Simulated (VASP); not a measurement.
A run of VASP 6.6.1 is set up as follows.

Contents of INCAR:

```
PREC = Accurate ; ENCUT = 500
EDIFF = 1E-6 ; ISMEAR = 0
SIGMA = 0.1 ; LREAL = False
LASPH = True ; NELM = 120
ALGO = Normal ; ISIF = 2
LWAVE = False ; LCHARG = False
GGA = PE ; NBANDS = 19
GGA_COMPAT = False
```

File KPOINTS:

```
Automatic mesh
0
Gamma
  15 15 8
```

File POSCAR:

```
TiTe2
1.0
    3.6307176432      0.0000000000      0.0000000000
   -1.8153588216      3.1442937130      0.0000000000
    0.0000000000      0.0000000000      6.3438024600
Ti Te
1 2
Direct
    0.0000000000      0.0000000000      0.0000000000
    0.6666666667      0.3333333333      0.2816480282
    0.3333333333      0.6666666667      0.7183519718
```

Potentials or basis: VASP PAW PBE potentials, release 64 (Ti_sv, Te).

Command:

```bash
$ cat potpaw_PBE.64/Ti_sv/POTCAR potpaw_PBE.64/Te/POTCAR > POTCAR
$ mpirun -np 1 vasp_std > vasp.out
```

(1) Estimate the largest force.

(2) Estimate the band gap on the k mesh.

(3) What does it give for the pressure?

Results:

(1) 0.434 eV/Å.

(2) zero (bands 12 and 13 overlap by 0.86 eV).

(3) 4.3 GPa.

Caveat: the cell differs from its parent crystal (strained and its atoms moved); the cell stands under pressure; spin-orbit coupling is left out, which moves the levels of the heavy elements.
